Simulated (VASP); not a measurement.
SiO2: single point with HSE06

SiO2:

```
CELL_PARAMETERS angstrom
-2.47196 2.47196 3.65784
2.47196 -2.47196 3.65784
2.47196 2.47196 -3.65784
ATOMIC_POSITIONS crystal
Si 0.00000 0.00000 0.00000
Si 0.75000 0.25000 0.50000
O 0.97336 0.62500 0.84836
O 0.37500 0.22336 0.34836
O 0.77664 0.12500 0.15164
O 0.87500 0.02664 0.65164
```

| Quantity | Value |
| --- | --- |
| Program | VASP 6.6.1 |
| Task | single point |
| Functional | HSE06 |
| Potentials or basis | VASP PAW PBE potentials, release 64 (Si, O) |
| Cutoff | 520 eV |
| k mesh | 4 × 4 × 4 |
| Occupations | gaussian, width 0.01 eV |
| Spin | no spin polarisation |

```yaml
Pressure: -0.1 GPa
Largest_force: 0.078 eV/Å
Band_gap_on_the_k_mesh: 7.72 eV
```

Forces in eV/Å, atoms in the order of the input:
```
Si   0.000  0.000  0.000
Si   0.000  0.000  0.000
O    0.000 -0.078  0.000
O   -0.078  0.000  0.000
O    0.000  0.078  0.000
O    0.078  0.000  0.000
```

Levels at points of the mesh, in eV from the valence-band top:
```csv
k point,band 12,band 13,band 14,band 15,band 16,band 17,band 18,band 19,band 20,band 21
"(0.00, 0.00, 0.00)",-1.63,-1.58,-0.75,0.00,0.00,7.72,10.79,12.83,12.83,12.87
"(0.50, 0.00, 0.00)",-1.70,-1.58,-0.81,-0.50,-0.15,10.24,10.78,11.65,12.31,12.95
"(0.50, 0.50, 0.00)",-2.19,-1.03,-1.03,-0.34,-0.34,11.05,11.05,12.34,12.34,13.25
"(0.50, 0.50, 0.50)",-2.19,-1.57,-1.57,-0.32,-0.32,10.81,10.81,12.26,12.26,13.92
```

It took 39 min on 1 thread of Oxide Virtual Turin-like Processor, with other jobs on the host, peak memory 0.32 GiB.

Caveat: the PAW data sets were made with another functional, which shifts forces and pressure a little.
